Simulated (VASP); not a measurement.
# KCl (Fm-3m) in VASP: notebook, part 2 of 2

VASP 6.6.1. The steps go on from the part before.

### Step 6. Single point, PBE (volume changed by +6%)

Contents of INCAR:

```
SYSTEM = KCl
PREC = Accurate ; ENCUT = 520
EDIFF = 1E-6 ; ISMEAR = 0
SIGMA = 0.01 ; LREAL = .False.
LASPH = .True. ; NELM = 100
ALGO = Normal ; ISIF = 2
LWAVE = .False. ; LCHARG = .False.
GGA = PE ; NBANDS = 15
```

Contents of KPOINTS:

```
regular mesh
0
Gamma
  6 6 6
  0 0 0
```

Contents of POSCAR:

```
KCl
1.0
    0.0000000000      3.2517165845      3.2517165845
    3.2517165845      0.0000000000      3.2517165845
    3.2517165845      3.2517165845      0.0000000000
K Cl
1 1
Direct
    0.0000000000      0.0000000000      0.0000000000
    0.5000000000      0.5000000000      0.5000000000
```

Potentials or basis: VASP PAW PBE potentials, release 64 (K_sv, Cl).

On the command line:

```sh
$ cat potpaw_PBE.64/K_sv/POTCAR potpaw_PBE.64/Cl/POTCAR > POTCAR
$ mpirun -np 1 vasp_std > vasp.out
```

OUTCAR:

```text
SYSTEM = KCl
   PREC = Accurate
   ENCUT = 520
   EDIFF = 1E-6
   ISMEAR = 0
   LREAL = .False.
   LASPH = .True.
   NELM = 100
   ISIF = 2
   GGA = PE

 ion  position               nearest neighbor table
   1  0.000  0.000  0.000-
   2  0.500  0.500  0.500-

  LATTYP: Found a face centered cubic cell.
 ALAT       =     6.5034331690

  Lattice vectors:

 A1 = (   0.0000000000,   3.2517165845,   3.2517165845)
 A2 = (   3.2517165845,   0.0000000000,   3.2517165845)
 A3 = (   3.2517165845,   3.2517165845,   0.0000000000)

Analysis of symmetry for initial positions (statically):
=====================================================================
 Subroutine PRICEL returns:
 Original cell was already a primitive cell.

 Routine SETGRP: Setting up the symmetry group for a
 face centered cubic supercell.

 Subroutine GETGRP returns: Found 48 space group operations
[... 9 lines left out ...]

 Routine SETGRP: Setting up the symmetry group for a
 face centered cubic supercell.

 Subroutine GETGRP returns: Found 48 space group operations
 (whereof 48 operations were pure point group operations)
 out of a pool of 48 trial point group operations.

The dynamic configuration has the point symmetry O_h .

 Subroutine INISYM returns: Found 48 space group operations
 (whereof 48 operations are pure point group operations),
 and found     1 'primitive' translations

----------------------------------------------------------------------------------------

                                     Primitive cell

  volume of cell :      68.7651

  direct lattice vectors                    reciprocal lattice vectors
     0.000000000  3.251716585  3.251716585    -0.153764938  0.153764938  0.153764938
     3.251716585  0.000000000  3.251716585     0.153764938 -0.153764938  0.153764938
     3.251716585  3.251716585  0.000000000     0.153764938  0.153764938 -0.153764938

  length of vectors
     4.598621695  4.598621695  4.598621695     0.266328686  0.266328686  0.266328686

[... 98 lines left out ...]
   AEXX    =    0.0000 exact exchange contribution
   IVDW    =     0    specifies the selected vdW correction
   LEPSILON=     F    determine dielectric tensor
   LRPA    =     F    only Hartree local field effects (RPA)
 non-spin polarized calculation
 Gauss-broadening in eV      SIGMA  =   0.01
  energy-cutoff  :      520.00
  volume of cell :       68.77
 maximum number of plane-waves:      1874
 NGX is ok and might be reduce to    36
   NGX = 17   NGY = 17   NGZ = 17

 number of electron      16.0000001 magnetization

 Free energy of the ion-electron system (eV)
  ---------------------------------------------------
  ext. energy  EPLUGINS =         0.00000000
  ---------------------------------------------------
  free energy    TOTEN  =        -6.80213877 eV

  energy without entropy =       -6.80213877  energy(sigma->0) =       -6.80213877

 E-fermi :  -2.0799     XC(G=0):  -7.1449

 val. band max:       -2.2049799071   @ k =   0.0000   0.0000   0.0000
 cond. band min:       2.6588169288   @ k =   0.0000   0.0000   0.0000
 fundamental gap:      4.8637968359
 Fermi energy:        -2.0798766505

 k-point     1 :       0.0000    0.0000    0.0000
  band No.  band energies     occupation
      1     -29.6560      2.00000
      2     -14.2215      2.00000
      3     -13.1143      2.00000
      4     -13.1143      2.00000
      5     -13.1143      2.00000
      6      -2.2050      2.00000
      7      -2.2050      2.00000
      8      -2.2050      2.00000
      9       2.6588      0.00000
     10       6.1011      0.00000
     11       6.1011      0.00000
     12       6.1011      0.00000
     13       6.9253      0.00000
     14       6.9253      0.00000
[... 257 lines left out ...]
      2     -14.2048      2.00000
      3     -13.1949      2.00000
      4     -13.1662      2.00000
      5     -13.0676      2.00000
      6      -2.7149      2.00000
      7      -2.5582      2.00000
      8      -2.5234      2.00000
      9       5.0044      0.00000
     10       6.3948      0.00000
     11       6.4100      0.00000
     12       7.5416      0.00000
     13       8.4066      0.00000
     14       9.1011      0.00000
     15       9.5358      0.00000

------------------------ aborting loop because EDIFF is reached ----------------------------------------

  FORCE on cell =-STRESS in cart. coord.  units (eV):
  Direction    XX          YY          ZZ          XY          YZ          ZX
  --------------------------------------------------------------------------------------
  -------------------------------------------------------------------------------------
  Total       -0.3433396     -0.3433396     -0.3433396      0.0000000     -0.0000000     -0.0000000
  in kB       -7.9995670     -7.9995670     -7.9995670      0.0000000     -0.0000000     -0.0000000
  external PRESSURE =      -7.9995670 kB  Pullay stress =       0.0000000 kB

 VOLUME and BASIS-vectors are now :
 -----------------------------------------------------------------------------
  energy-cutoff  :      520.00
  volume of cell :       68.77
      direct lattice vectors                 reciprocal lattice vectors
     0.000000000  3.251716585  3.251716585    -0.153764938  0.153764938  0.153764938
     3.251716585  0.000000000  3.251716585     0.153764938 -0.153764938  0.153764938
     3.251716585  3.251716585  0.000000000     0.153764938  0.153764938 -0.153764938

 POSITION                                       TOTAL-FORCE (eV/Angst)
 -----------------------------------------------------------------------------------
      0.00000      0.00000      0.00000         0.000000     -0.000000     -0.000000
      3.25172      3.25172      3.25172        -0.000000      0.000000      0.000000
 -----------------------------------------------------------------------------------
    total drift:                                0.000000      0.000000      0.000000

  FREE ENERGIE OF THE ION-ELECTRON SYSTEM (eV)
  ---------------------------------------------------
  free  energy   TOTEN  =        -6.8021387692 eV

  energy  without entropy=       -6.8021387692  energy(sigma->0) =       -6.80213877
```

OSZICAR:

```text
N       E                     dE             d eps       ncg     rms          rms(c)
DAV:   1     0.105038533588E+03    0.10504E+03   -0.70625E+03   480   0.950E+02
DAV:   2    -0.548039355201E-01   -0.10509E+03   -0.97123E+02   650   0.236E+02
DAV:   3    -0.685114808829E+01   -0.67963E+01   -0.67620E+01   648   0.532E+01
DAV:   4    -0.712373720081E+01   -0.27259E+00   -0.27252E+00   752   0.960E+00
DAV:   5    -0.712561920942E+01   -0.18820E-02   -0.18820E-02   662   0.879E-01    0.297E+00
DAV:   6    -0.680599281972E+01    0.31963E+00   -0.46136E-01   606   0.324E+00    0.239E+00
DAV:   7    -0.678745123584E+01    0.18542E-01   -0.10686E-01   641   0.178E+00    0.142E+00
DAV:   8    -0.680052563921E+01   -0.13074E-01   -0.18476E-02   613   0.973E-01    0.178E-01
DAV:   9    -0.680151516019E+01   -0.98952E-03   -0.12899E-03   620   0.227E-01    0.104E-01
DAV:  10    -0.680213054829E+01   -0.61539E-03   -0.64120E-04   515   0.161E-01    0.234E-02
DAV:  11    -0.680213559946E+01   -0.50512E-05   -0.33286E-05   671   0.308E-02    0.120E-02
DAV:  12    -0.680213799965E+01   -0.24002E-05   -0.36582E-06   536   0.126E-02    0.320E-03
DAV:  13    -0.680213876918E+01   -0.76953E-06   -0.91748E-07   533   0.541E-03
   1 F= -.68021388E+01 E0= -.68021388E+01  d E =-.838322E-72
```

stdout:

```text
POSCAR found type information on POSCAR K Cl
 POSCAR found :  2 types and       2 ions
 scaLAPACK will be used
 LDA part: xc-table for (Slater+PW92), standard interpolation
 POSCAR, INCAR and KPOINTS ok, starting setup
 FFT: planning ... GRIDC
 FFT: planning ... GRID_SOFT
 FFT: planning ... GRID
 WAVECAR not read
 entering main loop
```

It took 8.5 s on 1 thread of Intel Xeon Platinum 8559C (Emerald Rapids), shared host; peak memory 0.2 GiB.

Results:

```
Free energy            : -6.8021 eV
Pressure               : -0.8 GPa
Band gap on the k mesh : 4.86 eV, direct
```

### Step 7. The runs side by side

```tsv
cell	gap on the mesh (eV)	pressure (GPa)
a = 4.418 Å, angles 60.0°, 2 atoms	5.26	1.2
a = 4.465 Å, angles 60.0°, 2 atoms	5.15	0.6
a = 4.510 Å, angles 60.0°, 2 atoms	5.05	0.0
a = 4.555 Å, angles 60.0°, 2 atoms	4.95	-0.4
a = 4.599 Å, angles 60.0°, 2 atoms	4.86	-0.8
```

Alike in all rows: task single point; level PBE; potentials or basis VASP PAW PBE potentials, release 64 (K_sv, Cl); no spin polarisation; k mesh 6 × 6 × 6; cutoff (eV) 520; smearing gaussian 0.01 eV.

Total energies depend on the potentials used, so only differences within one code and one set of settings carry meaning.
